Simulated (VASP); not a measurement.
## C: single point with PBE+D3(BJ)

The system is C.

```
CELL_PARAMETERS angstrom
0.00000 1.42317 -3.36139
-2.46500 0.00000 0.00000
3.28666 10.16030 0.44327
ATOMIC_POSITIONS crystal
C 0.81809 0.79190 0.89392
C 0.70928 0.69165 0.06874
C 0.73648 0.46671 0.27503
C 0.76369 0.24177 0.48133
C 0.79089 0.01683 0.68763
C 0.71793 0.28341 0.13756
C 0.74513 0.05848 0.34386
C 0.77234 0.83354 0.55015
C 0.79954 0.60860 0.75645
C 0.82674 0.38366 0.96275
```

This cell differs from its parent crystal: the part above a cut slid along it.

```
Program             : VASP 6.6.1
Task                : single point
Functional          : PBE
Dispersion          : D3(BJ)
Potentials or basis : VASP PAW PBE potentials, release 64 (C)
Cutoff              : 520 eV
k mesh              : 7 × 11 × 3
Occupations         : gaussian, width 0.05 eV
Spin                : no spin polarisation
```

```
Pressure                   : 32.5 GPa
Largest force              : 32.601 eV/Å
Dispersion energy per atom : -0.144 eV
```

Forces in eV/Å, atoms in the order of the input:
```
C    -0.361  -5.493  -2.389
C    -4.447  30.759   9.846
C     0.709  -0.509   0.432
C     0.071  -0.320  -0.043
C     0.047  -0.453   0.094
C     0.361   5.493   2.389
C    -0.047   0.453  -0.094
C    -0.071   0.320   0.043
C    -0.709   0.509  -0.432
C     4.447 -30.759  -9.846
```

Stress tensor (GPa, compression positive):
```
12.94  1.38 -2.72
 1.38 74.46 29.69
-2.72 29.69 10.22
```

Wall time 7.7 min on 1 thread of Intel Xeon 8259CL, on a shared host, peak memory 0.33 GiB.

Caveat: the cell differs from its parent crystal (the part above a cut slid along it); the stress differs along the axes, from 10 to 74 GPa; forces of over 1 eV/Å act on the atoms, so gaps and moduli don't describe the material at rest.
